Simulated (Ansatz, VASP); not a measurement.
# Two plane-wave programs on Ag3Os

```
CELL_PARAMETERS angstrom
3.25788 0.00000 0.00000
-1.62894 2.82140 0.00000
0.00000 0.00000 10.18285
ATOMIC_POSITIONS crystal
Ag 0.00000 0.00000 0.00000
Ag 0.66667 0.33333 0.73091
Ag 0.66667 0.33333 0.26909
Os 0.00000 0.00000 0.50000
```

Change from the starting cell: species swapped into the Mg3Zn type (P-6m2, No. 187).

Alike in both runs: task relaxation of cell and atoms; functional PBE; k mesh 7 × 7 × 2; occupations gaussian, width 0.2 eV; no spin polarisation.

|  | VASP | Ansatz |
| --- | --- | --- |
| version | VASP 6.6.1 | Ansatz 0.2.0 |
| potentials or method | VASP PAW PBE potentials, release 64 (Ag, Os), cutoff 600 eV | scalar-relativistic, plane waves, PAW |
| valence electrons in the cell | 41 | 73 |

|  | VASP | Ansatz | Ansatz less VASP |
| --- | --- | --- | --- |
| gap on the k mesh at the Fermi level, each at its own relaxed structure (eV) | none | none | - |
| relaxed volume (Å³/atom) | 16.51 | 16.58 | +0.071 |
| relaxed length of the cell vector where the two differ most in proportion (Å) | 9.745 | 9.761 | +0.0159 |

A gap of «none» marks a metal or a gap that the smearing closes. VASP's potentials hold 41 valence electrons a cell and Ansatz's 73, so a difference there can come from the potentials and not from the codes.

Spin-orbit coupling is off throughout. Noted on VASP's run: the volume moved by over 15 % at a fixed basis, so the end points are rough.
